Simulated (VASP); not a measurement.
Input of a VASP 6.6.1 run:

File INCAR:

```
SYSTEM = W
PREC = Accurate
ENCUT = 520
EDIFF = 1E-6
ISMEAR = -1
SIGMA = 0.05
LREAL = .False.
LASPH = .True.
NELM = 100
ALGO = Normal
ISIF = 2
LWAVE = .False.
LCHARG = .False.
GGA = PE
NBANDS = 13
```

The input KPOINTS:

```
regular mesh
0
Gamma
  20 20 20
  0 0 0
```

The input POSCAR:

```
W
1.0
   -1.3421465761      1.3421465761      1.3421465761
    1.3421465761     -1.3421465761      1.3421465761
    1.3421465761      1.3421465761     -1.3421465761
W
1
Direct
    0.0000000000      0.0000000000      0.0000000000
```

Potentials or basis: VASP PAW PBE potentials, release 64 (W_sv).

Run with:

```console
$ cat potpaw_PBE.64/W_sv/POTCAR > POTCAR
$ mpirun -np 1 vasp_std > vasp.out
```

What does it give for the pressure?

444.4 GPa.

What does it give for the band gap on the k mesh?

Zero (band 7 reaches 29.82 eV, above the bottom of band 8 at 17.54 eV).

Caveat: spin-orbit coupling is left out, which moves the levels of the heavy elements.
